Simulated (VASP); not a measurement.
Set up this calculation in VASP 6.6.1, as the native input.

| Item | Value |
| --- | --- |
| Task | single point |
| Functional | PBEsol |
| Potentials or basis | VASP PAW PBE potentials, release 64 (Rh_pv) |
| Cutoff | 500 eV |
| k mesh | 6 × 6 × 6 |
| Occupations | gaussian, width 0.1 eV |
| Spin | no spin polarisation |
| Dipole correction | no |
| Further INCAR settings | ALGO = Normal; EDIFF = 1e-06; NBANDS = 14 |

The structure of Rh lies in POSCAR:

```
Rh
1.0
   -1.5142623855      1.5142623855      1.5142623855
    1.5142623855     -1.5142623855      1.5142623855
    1.5142623855      1.5142623855     -1.5142623855
Rh
1
Direct
    0.0000000000      0.0000000000      0.0000000000
```

These files were run (other wordings do the same):

INCAR

```
PREC = Accurate
ENCUT = 500
EDIFF = 1E-6
ISMEAR = 0
SIGMA = 0.1
LREAL = False
LASPH = True
NELM = 120
ALGO = Normal
ISIF = 2
LWAVE = False
LCHARG = False
GGA = PS
NBANDS = 14
GGA_COMPAT = False
```

KPOINTS

```
Automatic mesh
0
Gamma
  6 6 6
```

Potentials or basis: VASP PAW PBE potentials, release 64 (Rh_pv).

The run is started by

```console
$ cat potpaw_PBE.64/Rh_pv/POTCAR > POTCAR
$ mpirun -np 1 vasp_std > vasp.out
```

Results of the run:

- Pressure: 1.8 GPa

Caveat: the k points lie up to 0.49 Å⁻¹ apart; the PAW data sets were made with another functional, which shifts forces and pressure a little.

Wall time 3.8 s on 1 thread of Intel(R) Xeon(R) Platinum 8488C (Sapphire Rapids) (shared host), peak memory 0.12 GiB.
